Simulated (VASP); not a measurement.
Wanted: the native input for a VASP 6.6.1 run.

```yaml
Task: single point
Functional: PBE
Potentials_or_basis: VASP PAW PBE potentials, release 64 (Bi_d, Te)
Cutoff: 520 eV
k_mesh: 12 × 12 × 12
Occupations: fermi-dirac, width 0.15 eV
Spin: no spin polarisation
Dipole_correction: no
Further_INCAR_settings: ALGO = Normal; EDIFF = 1e-06; NBANDS = 18
```

The structure of BiTe lies in POSCAR:

```
BiTe
1.0
    0.0000000000      3.2548796332      3.2548796332
    3.2548796332      0.0000000000      3.2548796332
    3.2548796332      3.2548796332      0.0000000000
Bi Te
1 1
Direct
    0.0000000000      0.0000000000      0.0000000000
    0.5000000000      0.5000000000      0.5000000000
```

The input as run:

INCAR

```
SYSTEM = BiTe
PREC     = Accurate       ! precision mode
ENCUT    = 520            ! plane-wave cutoff, eV
EDIFF    = 1E-6           ! SCF threshold, eV
ISMEAR   = -1             ! smearing method
SIGMA    = 0.15           ! smearing width, eV
LREAL    = .False.        ! projectors in reciprocal space
LASPH    = .True.         ! aspherical terms in the spheres
NELM     = 100            ! most SCF steps
ALGO     = Normal         ! electronic algorithm
ISIF     = 2              ! what is computed and relaxed
LWAVE    = .False.        ! write WAVECAR
LCHARG   = .False.        ! write CHGCAR
GGA      = PE             ! functional
NBANDS   = 18             ! bands
```

KPOINTS

```
regular mesh
0
Gamma
  12 12 12
  0 0 0
```

Potentials or basis: VASP PAW PBE potentials, release 64 (Bi_d, Te).

The run is started by

```console
$ cat potpaw_PBE.64/Bi_d/POTCAR potpaw_PBE.64/Te/POTCAR > POTCAR
$ mpirun -np 1 vasp_std > vasp.out
```

It gave:

```json
{"Pressure": "-0.1 GPa"}
```

Wall time 43 s on 1 thread of Intel(R) Xeon(R) Platinum 8488C (Sapphire Rapids) (shared host), peak memory 0.25 GiB.
